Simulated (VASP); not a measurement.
Input of a VASP 6.6.1 run:

File INCAR:

```
ALGO = Normal
EDIFF = 1E-6
EDIFFG = -0.005
ENCUT = 600
GGA = PE
IBRION = 2
ISIF = 3
ISMEAR = -1
ISPIN = 2
LASPH = True
LCHARG = False
LMAXMIX = 6
LORBIT = 11
LREAL = False
LWAVE = False
MAGMOM = 7
NELM = 150
NSW = 32
PREC = Accurate
PSTRESS = 510.0
SIGMA = 0.05
```

KPOINTS

```
k-points
0
Gamma
  16 16 16
```

POSCAR

```
Eu
1.0
   -1.6510154112      1.6510154112      1.6510154112
    1.6510154112     -1.6510154112      1.6510154112
    1.6510154112      1.6510154112     -1.6510154112
Eu
1
Direct
    0.0000000000      0.0000000000      0.0000000000
```

Potentials or basis: VASP PAW PBE potentials, release 64 (Eu).

Command:

```console
$ cat potpaw_PBE.64/Eu/POTCAR > POTCAR
$ mpirun -np 1 vasp_std > vasp.out
```

Q: What does it give for the space group after relaxing (to 0.1 Å)?

A: Im-3m (No. 229).

Q: Estimate the relaxed volume.

A: 18.10 Å³/atom.

Q: What does it give for the net moment?

A: 7.12 μB per cell.

Step by step:
```tsv
step	energy change (eV)	largest force (eV/Å)	pressure (GPa)	volume (Å³)
1	0.0000	0.0000	51.65	18.00
2	-0.0610	0.0000	49.96	18.19
3	-0.0280	0.0000	50.90	18.09
4	-0.0243	0.0000	50.62	18.08
5	-0.0122	0.0000	51.33	18.04
6	-0.0177	0.0000	52.02	18.06
7	-0.0225	0.0000	51.89	18.07
8	-0.0238	0.0000	51.07	18.08
9	-0.0244	0.0000	51.20	18.08
10	-0.0264	0.0000	51.32	18.08
11	-0.0304	0.0000	51.47	18.10
12	-0.0384	0.0000	50.56	18.12
13	-0.0346	0.0000	50.85	18.11
14	-0.0330	0.0000	50.64	18.10
15	-0.0317	0.0000	50.70	18.10
16	-0.0311	0.0000	50.77	18.10
17	-0.0308	0.0000	50.89	18.10
18	-0.0306	0.0000	51.05	18.10
19	-0.0309	0.0000	50.96	18.10
```

Caveat: the cell is relaxed towards a set pressure, so the run minimises the enthalpy, not the energy; semilocal functionals describe open f shells poorly, which spoils levels, moments and volumes. The state reached can hang on the start; a lower one may exist.
